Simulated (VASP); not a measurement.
A run of VASP 6.6.1 is set up as follows.

Contents of INCAR:

```
PREC = Accurate ; ENCUT = 520
EDIFF = 1E-7 ; ISMEAR = -1
SIGMA = 0.02 ; LREAL = Auto
LASPH = True ; NELM = 100
ALGO = Normal ; ISIF = 2
LWAVE = False ; LCHARG = False
GGA = PE ; IVDW = 12
NBANDS = 70
```

The input KPOINTS:

```
Automatic mesh
0
Gamma
  1 1 1
```

File POSCAR:

```
H6C2SO2
1.0
    7.9264080000      0.0000000000      0.0000000000
    0.0000000000      7.9264080000      0.0000000000
    0.0000000000      0.0000000000      7.9264080000
C H S O
6 18 3 6
Direct
    0.6075009008      0.1165849651      0.9712722333
    0.6341964734      0.0820674384      0.7945591496
    0.6540162959      0.6968478029      0.4377771117
    0.6568422922      0.7000901291      0.2522958697
    0.0574913630      0.4068046964      0.5509305098
    0.0547284470      0.4753729558      0.3794657050
    0.6756528304      0.0390845387      1.0626377042
    0.5968024861      0.2646217555      0.9742243902
    0.4644474521      0.1044609362      0.9766719049
    0.5745729970      0.1231957780      0.6820491703
    0.7840499757      0.0995911389      0.7573165550
    0.6313452449     -0.0533911451      0.7839111991
    0.6510262908      0.8457677172      0.4670715916
    0.5356398510      0.6513416922      0.5063453711
    0.7636498146      0.6415137853      0.5030021165
    0.6075892132      0.5885894342      0.2015667122
    0.5915920553      0.8156531937      0.2075593384
    0.7869642845      0.7742851491      0.2181820567
    0.0197441262      0.5104834371      0.6450967450
    0.0165144161      0.2771494982      0.5541097556
    0.2083163017      0.3959675051      0.5909864847
    0.0754440094      0.3489222356      0.3014606364
   -0.0877320471      0.5172330266      0.3134206566
    0.1583945717      0.5575917868      0.3498305916
    0.0669912525      0.8946296986      0.6614471524
    0.3408479604      0.5439285992      0.8572483274
    0.1565021634      0.9204295313      0.1298192069
    0.1114502307      1.0773984887      0.6812165107
    0.1279015665      0.8190469125      0.5063327550
    0.3135468172      0.6919023093      0.7669804532
    0.2014531677      0.4563353287      0.9188651404
   -0.0238064960      0.8681107508      0.1278511023
    0.2166428980      1.1022521172      0.1211898252
```

Potentials or basis: VASP PAW PBE potentials, release 64 (C, H, S, O).

Launch:

```console
$ cat potpaw_PBE.64/C/POTCAR potpaw_PBE.64/H/POTCAR potpaw_PBE.64/S/POTCAR potpaw_PBE.64/O/POTCAR > POTCAR
$ mpirun -np 1 vasp_gam > vasp.out
```

(1) What does it give for the band gap on the k mesh?

(2) What does it give for the largest force?

Results:

(1) 1.92 eV.

(2) 6.737 eV/Å.

Caveat: the k points lie up to 0.79 Å⁻¹ apart.
